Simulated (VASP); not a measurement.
Wanted: the native input for a VASP 6.6.1 run.

* Task: single point
* Functional: PBE
* Potentials or basis: VASP PAW PBE potentials, release 64 (In_d, Se)
* Cutoff: 520 eV
* k mesh: 13 × 13 × 3
* Occupations: fermi-dirac, width 0.05 eV
* Spin: no spin polarisation
* Dipole correction: no
* Further INCAR settings: ALGO = Normal; EDIFF = 1e-07; NBANDS = 48

The structure of InSe lies in POSCAR:

```
InSe
1.0
    4.0499987506      0.0000000000      0.0000000000
   -2.0249993753      3.5074018033      0.0000000000
    0.0000000000      0.0000000000     17.4379000000
In Se
4 4
Direct
    0.3333333333      0.6666666667      0.1693466353
    0.6666666667      0.3333333333      0.6693466353
    0.3333333333      0.6666666667      0.3306533647
    0.6666666667      0.3333333333      0.8306533647
    0.3333333333      0.6666666667      0.5956100477
    0.6666666667      0.3333333333      0.0956100477
    0.3333333333      0.6666666667      0.9043899523
    0.6666666667      0.3333333333      0.4043899523
```

This cell differs from its parent crystal: z stretched by +3 %, then relaxed in part.

The input as run:

INCAR

```
SYSTEM = InSe
PREC = Accurate ; ENCUT = 520
EDIFF = 1E-7 ; ISMEAR = -1
SIGMA = 0.05 ; LREAL = .False.
LASPH = .True. ; NELM = 100
ALGO = Normal ; ISIF = 2
LWAVE = .False. ; LCHARG = .False.
GGA = PE ; NBANDS = 48
```

KPOINTS

```
regular mesh
0
Gamma
  13 13 3
  0 0 0
```

Potentials or basis: VASP PAW PBE potentials, release 64 (In_d, Se).

Run with:

```console
$ cat potpaw_PBE.64/In_d/POTCAR potpaw_PBE.64/Se/POTCAR > POTCAR
$ mpirun -np 1 vasp_std > vasp.out
```

It gave:

- Pressure: 0.9 GPa
- Largest force: 0.019 eV/Å
- Band gap on the k mesh: 0.51 eV

Caveat: the cell differs from its parent crystal (z stretched by +3 %, then relaxed in part); semilocal functionals underestimate gaps, and a narrow one can read as zero; spin-orbit coupling is left out, which moves the levels of the heavy elements; this functional lacks dispersion, which binds layers or chains, so the pressure and a relaxed spacing across them are unreliable.

Run time: 9.4 min on 1 thread of AMD EPYC 7R13 Processor (Zen 3), with other jobs on the host, peak memory 0.55 GiB.
